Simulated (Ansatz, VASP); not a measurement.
**One calculation of WC, two programs**

File INCAR:

```
ALGO = Normal
EDIFF = 1E-6
ENCUT = 520
GGA = PE
ISIF = 2
ISMEAR = 0
LASPH = T
LCHARG = F
LREAL = Auto
LWAVE = F
NBANDS = 86
NELM = 60
PREC = Accurate
SIGMA = 0.1
```

KPOINTS

```
k-points
0
Gamma
  5 5 5
```

POSCAR

```
WC
1.0
    0.0000000000      0.0000000000      5.6942504921
    2.9217348262     -5.0605931653      0.0000000000
    2.9217348263      5.0605931652      0.0000000000
W C
8 8
Direct
    0.0000000000      0.0000000000      0.0000000000
    0.5000000000      0.0000000000      0.0000000000
    0.0000000000      0.5000000000      0.0000000000
    0.5000000000      0.5000000000      0.0000000000
    0.0000000000      0.0000000000      0.5000000000
    0.5000000000      0.0000000000      0.5000000000
    0.0000000000      0.5000000000      0.5000000000
    0.5000000000      0.5000000000      0.5000000000
    0.2500000000      0.6666666667      0.3333333333
    0.7500000000      0.6666666667      0.3333333333
    0.2500000000      0.1666666667      0.3333333333
    0.7500000000      0.1666666667      0.3333333333
    0.2500000000      0.6666666667      0.8333333333
    0.7500000000      0.6666666667      0.8333333333
    0.2500000000      0.1666666667      0.8333333333
    0.7500000000      0.1666666667      0.8333333333
```

Input for Ansatz:

```yaml
crystal:
  lattice:
    - [0.0, 0.0, 5.6942504921]
    - [2.9217348262, -5.0605931653, 0.0]
    - [2.9217348263, 5.0605931652, 0.0]
  atoms:
    - { symbol: W, position: [0.0, 0.0, 0.0] }
    - { symbol: W, position: [0.5, 0.0, 0.0] }
    - { symbol: W, position: [0.0, 0.5, 0.0] }
    - { symbol: W, position: [0.5, 0.5, 0.0] }
    - { symbol: W, position: [0.0, 0.0, 0.5] }
    - { symbol: W, position: [0.5, 0.0, 0.5] }
    - { symbol: W, position: [0.0, 0.5, 0.5] }
    - { symbol: W, position: [0.5, 0.5, 0.5] }
    - { symbol: C, position: [0.25, 0.6666666667, 0.3333333333] }
    - { symbol: C, position: [0.75, 0.6666666667, 0.3333333333] }
    - { symbol: C, position: [0.25, 0.1666666667, 0.3333333333] }
    - { symbol: C, position: [0.75, 0.1666666667, 0.3333333333] }
    - { symbol: C, position: [0.25, 0.6666666667, 0.8333333333] }
    - { symbol: C, position: [0.75, 0.6666666667, 0.8333333333] }
    - { symbol: C, position: [0.25, 0.1666666667, 0.8333333333] }
    - { symbol: C, position: [0.75, 0.1666666667, 0.8333333333] }
basis:
  ecutwfc: 420
  xc_grid: 2
kpoints:
  mp_grid: { grid: [5, 5, 5], shift: [0.0, 0.0, 0.0] }
hamiltonian:
  xc: pbe
scf:
  occupations: { method: gaussian, width: 0.1 }
output:
  forces: true
  stress: true
  eigenvalues: true
  write_density: true
  write_potential: true
  elf: true
  volumetric_format: npy
```

Alike in both runs: task single point; functional PBE; k mesh 5 × 5 × 5; occupations gaussian, width 0.1 eV; no spin polarisation.

```csv
,VASP,Ansatz
version,VASP 6.6.1,Ansatz 0.2.0
potentials or method,"VASP PAW PBE potentials, release 64 (W_sv, C), cutoff 520 eV","scalar-relativistic, plane waves, PAW"
valence electrons in the cell,144,144
```

Ansatz gave:

```
gap on the k mesh at the Fermi level (eV)                     : none
pressure (GPa)                                                : 0.0
traceless stress, the component that is largest in VASP (GPa) : -0.26
```

Question: Estimate VASP's values.

Answer: gap on the k mesh at the Fermi level (eV): none; pressure (GPa): 1.0; traceless stress, the component that is largest in VASP (GPa): -0.06.

A gap of «none» marks a metal or a gap that the smearing closes.

Neither program's run includes spin-orbit coupling.
